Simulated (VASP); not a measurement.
# Li2Se (Fm-3m) in VASP: a series of runs

The runs below take Li2Se through relaxation of cell and atoms, single point, with PBEsol.

All numbers are computed with VASP 6.6.1; they aren't measurements. Logs are shortened: lines on timing, memory, paths and dates and some standing lists are left out, and cuts for length are marked.

## (1) The cell of the first run

It takes space group Fm-3m (No. 225, cubic). The conventional cell has a = 5.945 Å, b = 5.945 Å, c = 5.945 Å, α = 90.00°, β = 90.00°, γ = 90.00°. Li (site symmetry -43m) has 4 Se at 2.57 Å and 6 Li at 2.97 Å within 3.4 Å. Se (site symmetry m-3m) has 8 Li at 2.57 Å within 3.4 Å.

## (2) Relaxation of cell and atoms, PBEsol, target pressure 7 GPa, at which the enthalpy is minimised

File INCAR:

```
  PREC = Accurate
  ENCUT = 750
  EDIFF = 1E-7
  ISMEAR = 0
  SIGMA = 0.01
  LREAL = False
  LASPH = True
  NELM = 120
  ALGO = Normal
  ISIF = 3
  LWAVE = False
  LCHARG = False
  GGA = PS
  IBRION = 2
  NSW = 100
  EDIFFG = -0.002
  PSTRESS = 70.0
  GGA_COMPAT = False
  NELMIN = 4
```

File KPOINTS:

```
Automatic mesh
0
Gamma
  8 8 8
```

File POSCAR:

```
Li2Se
1.0
    2.9723716276      2.9723716276      0.0000000000
   -2.9723716276      2.9723716276      0.0000000000
    0.0000000000      2.9723716276      2.9723716276
Li Se
2 1
Direct
    0.2500000000      0.7500000000      0.5000000000
    0.7500000000      0.2500000000      0.5000000000
    0.0000000000      0.0000000000      0.0000000000
```

Potentials or basis: VASP PAW PBE potentials, release 64 (Li_sv, Se).

Run with:

```
> cat potpaw_PBE.64/Li_sv/POTCAR potpaw_PBE.64/Se/POTCAR > POTCAR
> mpirun -np 1 vasp_std > vasp.out
```

OUTCAR:

```text
PREC = Accurate
   ENCUT = 750
   EDIFF = 1E-7
   ISMEAR = 0
   LREAL = False
   LASPH = True
   NELM = 120
   ISIF = 3
   GGA = PS
   IBRION = 2
   NSW = 100
   EDIFFG = -0.002
   PSTRESS = 70.0
   NELMIN = 4

 ion  position               nearest neighbor table
   1  0.250  0.750  0.500-   3 2.57   3 2.57   3 2.57   3 2.57
   2  0.750  0.250  0.500-   3 2.57   3 2.57   3 2.57   3 2.57
   3  0.000  0.000  0.000-   2 2.57   1 2.57   1 2.57   2 2.57   1 2.57   2 2.57   2 2.57   1 2.57

  LATTYP: Found a face centered cubic cell.
 ALAT       =     5.9447432552

  Lattice vectors:

 A1 = (   0.0000000000,   2.9723716276,   2.9723716276)
 A2 = (   2.9723716276,   0.0000000000,   2.9723716276)
 A3 = (   2.9723716276,   2.9723716276,   0.0000000000)

Analysis of symmetry for initial positions (statically):
=====================================================================
 Subroutine PRICEL returns:
 Original cell was already a primitive cell.

 Routine SETGRP: Setting up the symmetry group for a
 face centered cubic supercell.

 Subroutine GETGRP returns: Found 48 space group operations
 (whereof 48 operations were pure point group operations)
 out of a pool of 48 trial point group operations.

The static configuration has the point symmetry O_h .

Analysis of symmetry for dynamics (positions and initial velocities):
=====================================================================
 Subroutine PRICEL returns:
 Original cell was already a primitive cell.

 Routine SETGRP: Setting up the symmetry group for a
 face centered cubic supercell.

 Subroutine GETGRP returns: Found 48 space group operations
 (whereof 48 operations were pure point group operations)
 out of a pool of 48 trial point group operations.

The dynamic configuration has the point symmetry O_h .

 Subroutine INISYM returns: Found 48 space group operations
 (whereof 48 operations are pure point group operations),
 and found     1 'primitive' translations

----------------------------------------------------------------------------------------

                                     Primitive cell

  volume of cell :      52.5218

  direct lattice vectors                    reciprocal lattice vectors
     2.972371628  2.972371628  0.000000000     0.168215843  0.168215843 -0.168215843
    -2.972371628  2.972371628  0.000000000    -0.168215843  0.168215843 -0.168215843
     0.000000000  2.972371628  2.972371628     0.000000000  0.000000000  0.336431687

  length of vectors
     4.203568268  4.203568268  4.203568268     0.291358387  0.291358387  0.336431687

  position of ions in fractional coordinates (direct lattice)
     0.250000000  0.750000000  0.500000000
     0.750000000  0.250000000  0.500000000
     0.000000000  0.000000000  0.000000000

  ion indices of the primitive-cell ions
   primitive index   ion index
                 1           1
                 2           2
                 3           3

----------------------------------------------------------------------------------------

 KPOINTS: Automatic mesh

Automatic generation of k-mesh.
 Grid dimensions read from file:
 generate k-points for:    8    8    8

 Generating k-lattice:

  Cartesian coordinates                     Fractional coordinates (reciprocal lattice)
     0.021026980  0.021026980 -0.021026980     0.125000000  0.000000000  0.000000000
    -0.021026980  0.021026980 -0.021026980     0.000000000  0.125000000  0.000000000
     0.000000000  0.000000000  0.042053961     0.000000000  0.000000000  0.125000000

  Length of vectors
     0.036419798  0.036419798  0.042053961

  Shift w.r.t. Gamma in fractional coordinates (k-lattice)
     0.000000000  0.000000000  0.000000000

 Subroutine IBZKPT returns following result:
 ===========================================

 Found     29 irreducible k-points:

 Following reciprocal coordinates:
            Coordinates               Weight
  0.000000  0.000000  0.000000      1.000000
  0.125000  0.000000  0.000000      8.000000
  0.250000  0.000000  0.000000      8.000000
  0.375000  0.000000  0.000000      8.000000
  0.500000  0.000000  0.000000      4.000000
  0.125000  0.125000  0.000000     12.000000
[... 16 lines left out ...]
  0.375000  0.250000  0.125000     48.000000
  0.500000  0.250000  0.125000     24.000000
 [... further k-points ...]
   k-points           NKPTS =     29   k-points in BZ     NKDIM =     29   number of bands    NBANDS=     10
   number of dos      NEDOS =    301   number of ions     NIONS =      3
   total plane-waves  NPLWV =  64000
   dimension x,y,z NGX =    40 NGY =   40 NGZ =   40
   dimension x,y,z NGXF=    80 NGYF=   80 NGZF=   80
   ions per type =               2   1
   NGX,Y,Z   is equivalent  to a cutoff of  15.82, 15.82, 15.82 a.u.
   NGXF,Y,Z  is equivalent  to a cutoff of  31.64, 31.64, 31.64 a.u.
 SYSTEM =  unknown system
   PREC   = accura    normal or accurate (medium, high low for compatibility)
   ISTART =      0    job   : 0-new  1-cont  2-samecut
   ICHARG =      2    charge: 1-file 2-atom 10-const
   ISPIN  =      1    spin polarized calculation?
   LNONCOLLINEAR =      F non collinear calculations
   LSORBIT =      F    spin-orbit coupling
   LASPH  =      T    aspherical Exc in radial PAW
   ENCUT  =  750.0 eV  55.12 Ry    7.42 a.u.   9.39  9.39  9.39*2*pi/ulx,y,z
   NELM   =    120;   NELMIN=  4; NELMDL= -5     # of ELM steps
   EDIFF  = 0.1E-06   stopping-criterion for ELM
   LREAL  =      F    real-space projection
   EDIFFG = -.2E-02   stopping-criterion for IOM
   NSW    =    100    number of steps for IOM
   IBRION =      2    ionic relax: 0-MD 1-quasi-New 2-CG
   NFREE  =      1    steps in history (QN), initial steepest desc. (CG)
   ISIF   =      3    stress and relaxation
   ISYM   =      2    0-nonsym 1-usesym 2-fastsym
   POTIM  = 0.5000    time-step for ionic-motion
   TEBEG  =    0.0;   TEEND  =   0.0 temperature during run
   PSTRESS=   70.0 pullay stress
   NELECT =      12.0000    total number of electrons
   NUPDOWN=      -1.0000    fix difference up-down
   EMIN   =  10.00;   EMAX   =-10.00  energy-range for DOS
   EFERMI =   0.00;   METHOD = LEGACY
   ISMEAR =     0;   SIGMA  =   0.01  broadening in eV -4-tet -1-fermi 0-gaus
   EFERMI_NEDOS =   21; number of points for ismear=-14 and -15
   IALGO  =     38    algorithm
   IMIX   =      4    mixing-type and parameters
     AMIX     =   0.40;   BMIX     =  1.00
     AMIX_MAG =   1.60;   BMIX_MAG =  1.00
  volume/ion in A,a.u.               =      17.51       118.14
  Fermi-wavevector in a.u.,A,eV,Ry     =   1.000819  1.891273 13.628117  1.001638
  Thomas-Fermi vector in A             =   2.133200
   LORBIT       =      0    0 simple, 1 ext, 2 COOP (PROOUT), +10 PAW based schemes
   GGA     = PS    functional components
   LHFCALC =     F    Hartree Fock is set to
   AEXX    =    0.0000 exact exchange contribution
   IVDW    =     0    specifies the selected vdW correction
   LEPSILON=     F    determine dielectric tensor
   LRPA    =     F    only Hartree local field effects (RPA)
 conjugate gradient relaxation of ions
 non-spin polarized calculation
 Gauss-broadening in eV      SIGMA  =   0.01
  energy-cutoff  :      750.00
  volume of cell :       52.52
 maximum number of plane-waves:      2469
 NGX is ok and might be reduce to    40
   NGX = 19   NGY = 19   NGZ = 19

--------------------------------------- Ionic step        1  -------------------------------------------

 number of electron      12.0000000 magnetization

 Free energy of the ion-electron system (eV)
  ---------------------------------------------------
  ext. energy  EPLUGINS =         0.00000000
  ---------------------------------------------------
  free energy    TOTEN  =       -11.55990792 eV

  energy without entropy =      -11.55990792  energy(sigma->0) =      -11.55990792

 E-fermi :   1.1652     XC(G=0):  -8.4922

 val. band max:        1.0916627862   @ k =   0.0000   0.0000   0.0000
 cond. band min:       3.9001958474   @ k =   0.5000   0.5000   0.0000
 fundamental gap:      2.8085330613
 Fermi energy:         1.1651568308

 k-point     1 :       0.0000    0.0000    0.0000
  band No.  band energies     occupation
      1     -42.8792      2.00000
      2     -42.8502      2.00000
      3     -10.3994      2.00000
      4       1.0917      2.00000
      5       1.0917      2.00000
      6       1.0917      2.00000
      7       4.4562      0.00000
      8       6.6711      0.00000
      9       6.6711      0.00000
     10       6.6711      0.00000

 k-point     2 :       0.1250    0.0000    0.0000
  band No.  band energies     occupation
      1     -42.8780      2.00000
      2     -42.8512      2.00000
      3     -10.3478      2.00000
      4       0.4019      2.00000
      5       0.9939      2.00000
      6       0.9939      2.00000
      7       4.9597      0.00000
      8       6.9076      0.00000
      9       6.9076      0.00000
     10       7.0627      0.00000
[... 433 lines left out ...]
  FREE ENERGIE OF THE ION-ELECTRON SYSTEM (eV)
  ---------------------------------------------------
  free  energy   TOTEN  =       -11.4196789563 eV

  energy  without entropy=      -11.4196789563  energy(sigma->0) =      -11.41967896

  enthalpy is  TOTEN    =        -9.4388487759 eV   P V=        1.9808301804

--------------------------------------- Ionic step        5  -------------------------------------------

 number of electron      12.0000004 magnetization

 Free energy of the ion-electron system (eV)
  ---------------------------------------------------
  ext. energy  EPLUGINS =         0.00000000
  ---------------------------------------------------
  free energy    TOTEN  =       -11.42070363 eV

  energy without entropy =      -11.42070363  energy(sigma->0) =      -11.42070363

 E-fermi :   2.1058     XC(G=0):  -9.0526

 val. band max:        2.0311054072   @ k =   0.0000   0.0000   0.0000
 cond. band min:       4.6701113146   @ k =   0.5000   0.5000   0.0000
 fundamental gap:      2.6390059074
 Fermi energy:         2.1057869871

 k-point     1 :       0.0000    0.0000    0.0000
  band No.  band energies     occupation
      1     -41.7723      2.00000
      2     -41.7202      2.00000
      3      -9.9094      2.00000
      4       2.0311      2.00000
      5       2.0311      2.00000
      6       2.0311      2.00000
      7       6.0660      0.00000
      8       7.6358      0.00000
      9       7.6358      0.00000
     10       7.6358      0.00000

 k-point     2 :       0.1250    0.0000    0.0000
  band No.  band energies     occupation
      1     -41.7701      2.00000
      2     -41.7220      2.00000
      3      -9.8430      2.00000
      4       1.2205      2.00000
      5       1.9063      2.00000
      6       1.9063      2.00000
      7       6.5530      0.00000
      8       7.9134      0.00000
      9       7.9134      0.00000
     10       8.1967      0.00000
[... 308 lines left out ...]
 POSITION                                       TOTAL-FORCE (eV/Angst)
 -----------------------------------------------------------------------------------
     -1.41532      4.24596      1.41532         0.000000      0.000000      0.000000
      1.41532      4.24596      1.41532        -0.000000     -0.000000     -0.000000
     -0.00000      2.83064      2.83064        -0.000000      0.000000      0.000000
 -----------------------------------------------------------------------------------
    total drift:                                0.000000      0.000000      0.000000

  FREE ENERGIE OF THE ION-ELECTRON SYSTEM (eV)
  ---------------------------------------------------
  free  energy   TOTEN  =       -11.4207036311 eV

  energy  without entropy=      -11.4207036311  energy(sigma->0) =      -11.42070363

  enthalpy is  TOTEN    =        -9.4388516147 eV   P V=        1.9818520164

 reached required accuracy - stopping structural energy minimisation
```

Wall time 92 s (1 thread of Intel Xeon Platinum 8259CL at 2.50GHz (Skylake/Cascade Lake), shared host); peak memory 0.25 GiB.

Results:

| Item | Value |
| --- | --- |
| Free energy | -11.4207 eV |
| Relaxed volume | 15.12 Å³/atom |
| Relaxed cell | a = 4.003 Å, b = 4.003 Å, c = 4.003 Å, α = 60.00°, β = 60.00°, γ = 90.00° |
| Space group after relaxing (to 0.1 Å) | Fm-3m (No. 225) |
| Energy change on relaxing (the run minimises the enthalpy) | +46.4 meV/atom |
| Ionic steps | 5 |
| Pressure after relaxing | 7.0 GPa |
| Band gap on the k mesh | 2.64 eV (least direct gap 4.03 eV) |

Step by step:
| step | energy change (eV) | largest force (eV/Å) | pressure (GPa) | volume (Å³) |
| --- | --- | --- | --- | --- |
| 1 | 0.0000 | 0.0000 | 0.01 | 52.52 |
| 2 | 0.0805 | 0.0000 | 5.04 | 46.93 |
| 3 | 0.1344 | 0.0000 | 6.85 | 45.47 |
| 4 | 0.1402 | 0.0000 | 7.04 | 45.34 |
| 5 | 0.1392 | 0.0000 | 7.00 | 45.36 |

Final structure:
```
Li Se
1.0
     2.83064    2.83064    0.00000
    -2.83064    2.83064    0.00000
     0.00000    2.83064    2.83064
Li Se
2 1
Cartesian
  -1.4153 4.2460 1.4153
  1.4153 4.2460 1.4153
  0.0000 2.8306 2.8306
```

Caveat: the cell is relaxed towards a set pressure, so the run minimises the enthalpy, not the energy; the PAW data sets were made with another functional, which shifts forces and pressure a little. A k mesh can miss the band edges.

## (3) Relaxation of cell and atoms, PBEsol, target pressure 10 GPa, at which the enthalpy is minimised

File INCAR:

```
  PREC = Accurate
  ENCUT = 750
  EDIFF = 1E-7
  ISMEAR = 0
  SIGMA = 0.01
  LREAL = F
  LASPH = T
  NELM = 120
  ALGO = Normal
  ISIF = 3
  LWAVE = F
  LCHARG = F
  GGA = PS
  IBRION = 2
  NSW = 100
  EDIFFG = -0.002
  PSTRESS = 100.0
  GGA_COMPAT = F
  NELMIN = 4
```

KPOINTS is that of step 2.

POSCAR is that of step 2.

Potentials or basis: VASP PAW PBE potentials, release 64 (Li_sv, Se).

Run with:

```
> cat potpaw_PBE.64/Li_sv/POTCAR potpaw_PBE.64/Se/POTCAR > POTCAR
> mpirun -np 1 vasp_std > vasp.out
```

Run time: 94 s. Hardware: 1 thread of Intel Xeon Platinum 8259CL at 2.50GHz (Skylake/Cascade Lake), shared host; peak memory 0.25 GiB.

Results (log left out):

```yaml
Free_energy: -11.3147 eV
Relaxed_volume: 14.45 Å³/atom
Relaxed_cell: a = 3.943 Å, b = 3.943 Å, c = 3.943 Å, α = 60.00°, β = 60.00°, γ = 90.00°
Space_group_after_relaxing_to_0.1_Å: Fm-3m (No. 225)
Energy_change_on_relaxing_the_run_minimises_the_enthalpy: +81.7 meV/atom
Ionic_steps: 5
Pressure_after_relaxing: 10.0 GPa
Band_gap_on_the_k_mesh: 2.57 eV (least direct gap 4.26 eV)
```

The path:
```
step  energy change (eV)  largest force (eV/Å)  pressure (GPa)  volume (Å³)
   1              0.0000                0.0000            0.01        52.52
   2              0.1722                0.0000            7.99        44.66
   3              0.2392                0.0000            9.84        43.45
   4              0.2498                0.0000           10.13        43.28
   5              0.2452                0.0000           10.00        43.35
```

Final structure:
```
Li Se
1.0
     2.78823    2.78823    0.00000
    -2.78823    2.78823    0.00000
     0.00000    2.78823    2.78823
Li Se
2 1
Direct
  0.25000 0.75000 0.50000
  0.75000 0.25000 0.50000
  0.00000 0.00000 0.00000
```

Levels at points of the mesh, in eV from the valence-band top:
```
           k point  band 3  band 4  band 5  band 6  band 7  band 8  band 9  band 10
(0.00, 0.00, 0.00)  -12.10    0.00    0.00    0.00    4.26    5.60    5.60     5.60
(0.50, 0.00, 0.00)  -11.54   -3.79   -0.73   -0.73    5.93    5.93    5.99     8.71
(0.50, 0.50, 0.00)  -11.38   -2.86   -1.99   -1.99    2.57    6.70   11.77    11.77
```

Caveat: the cell is relaxed towards a set pressure, so the run minimises the enthalpy, not the energy; the volume moved by over 15 % at a fixed basis, so the end points are rough; the PAW data sets were made with another functional, which shifts forces and pressure a little.

[end of part 1 of 2]
